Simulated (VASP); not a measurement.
Fe:

```xyz
1
Lattice="2.3343 0.0000 0.0000 0.0000 2.3343 0.0000 0.0000 0.0000 2.3343" Properties=species:S:1:pos:R:3 pbc="T T T"
Fe    0.0000    0.0000    0.0000
```

| Quantity | Value |
| --- | --- |
| Program | VASP 6.6.1 |
| Task | relaxation of cell and atoms |
| Functional | RPBE |
| Potentials or basis | VASP PAW PBE potentials, release 64 (Fe) |
| Cutoff | 600 eV |
| k mesh | 13 × 13 × 13 |
| Occupations | fermi-dirac, width 0.1 eV |
| Spin | no spin polarisation |

At the start: pressure -10.5 GPa; volume 12.72 Å³/atom.

Q: How do energy, volume and symmetry change on relaxing?

A: Over 3 steps the energy falls by 27.6 meV/atom and the volume is 11.93 Å³/atom (-6.2 %); space group Pm-3m (No. 221, to 0.05 Å).

The path:
```tsv
step	energy change (eV)	largest force (eV/Å)	pressure (GPa)	volume (Å³)
1	0.0000	0.0000	-10.48	12.72
2	-0.0023	0.0000	12.67	11.25
3	-0.0276	0.0000	-0.09	11.93
```

Final structure:
```cif
data_structure
_symmetry_space_group_name_H-M 'P 1'
_symmetry_Int_Tables_number 1
_cell_length_a 2.2851
_cell_length_b 2.2851
_cell_length_c 2.2851
_cell_angle_alpha 90.000
_cell_angle_beta 90.000
_cell_angle_gamma 90.000
_cell_volume 11.93
loop_
_atom_site_label
_atom_site_type_symbol
_atom_site_fract_x
_atom_site_fract_y
_atom_site_fract_z
_atom_site_occupancy
Fe1 Fe 0.00000 0.00000 0.00000 1
```

Caveat: the PAW data sets were made with another functional, which shifts forces and pressure a little; the run has no spin polarisation, though such a crystal can be magnetic.
